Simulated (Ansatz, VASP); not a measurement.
## Two plane-wave programs on Cd

```xyz
2
Lattice="0.0000 3.3402 3.3402 3.3402 0.0000 3.3402 3.3402 3.3402 0.0000" Properties=species:S:1:pos:R:3 pbc="T T T"
Cd    0.8351    0.8351    0.8351
Cd    5.8454    5.8454    5.8454
```

Alike in both runs: functional PBE; k mesh 9 × 9 × 9; occupations fermi-dirac, width 0.1 eV; no spin polarisation.

Ansatz relaxed the structure, and its values are those at the end. VASP's run is a single point on that final structure, the one shown.

|  | VASP | Ansatz |
| --- | --- | --- |
| version | VASP 6.6.1 | Ansatz 0.2.0 |
| potentials or method | VASP PAW PBE potentials, release 64 (Cd), cutoff 520 eV | plane waves (420 eV) with PAW, scalar-relativistic |
| valence electrons in the cell | 24 | 40 |

Ansatz gave:

```
pressure (GPa) : 0.0
```

Problem. Estimate VASP's values.

Solution. Pressure (GPa): 0.2.

VASP's potentials hold 24 valence electrons a cell and Ansatz's 40, so a difference there can come from the potentials and not from the codes.
